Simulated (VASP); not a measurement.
Write the native input for VASP 6.6.1 that does the following.

| Item | Value |
| --- | --- |
| Task | single point |
| Functional | PBE |
| Potentials or basis | VASP PAW PBE potentials, release 64 (Ba_sv, Ti_sv, O) |
| Cutoff | 520 eV |
| k mesh | 6 × 6 × 6 |
| Occupations | gaussian, width 0.1 eV |
| Spin | no spin polarisation |
| Dipole correction | no |
| Further INCAR settings | ALGO = Normal; EDIFF = 1e-06; NBANDS = 28 |

The structure of BaTiO3 lies in POSCAR:

```
BaTiO3
1.0
    4.0060000000      0.0000000000      0.0000000000
    0.0000000000      4.0060000000      0.0000000000
    0.0000000000      0.0000000000      4.0060000000
Ba Ti O
1 1 3
Direct
    0.4995820000      0.4932190000      0.5062780000
    0.0000700000     -0.0020440000     -0.0109340000
    0.0033810000      0.0076360000      0.4931720000
    0.0002570000      0.4939700000      0.0067890000
    0.5026220000     -0.0065370000      0.0085460000
```

These files were run (other wordings do the same):

INCAR

```
ALGO = Normal ; EDIFF = 1E-6
ENCUT = 520 ; GGA = PE
ISIF = 2 ; ISMEAR = 0
LASPH = True ; LCHARG = False
LREAL = False ; LWAVE = False
NBANDS = 28 ; NELM = 100
PREC = Accurate ; SIGMA = 0.1
```

KPOINTS

```
k-points
0
Gamma
  6 6 6
```

Potentials or basis: VASP PAW PBE potentials, release 64 (Ba_sv, Ti_sv, O).

Run with:

```bash
$ cat potpaw_PBE.64/Ba_sv/POTCAR potpaw_PBE.64/Ti_sv/POTCAR potpaw_PBE.64/O/POTCAR > POTCAR
$ mpirun -np 1 vasp_std > vasp.out
```

It gave:

The pressure is 3.5 GPa, the largest force is 0.744 eV/Å and the band gap on the k mesh is 1.74 eV, indirect (least direct gap 1.90 eV).

Caveat: spin-orbit coupling is left out, which moves the levels of the heavy elements.

It took 2.9 min on 1 thread of AMD EPYC 9R45 (Zen 5), with other jobs on the host, peak memory 0.28 GiB.
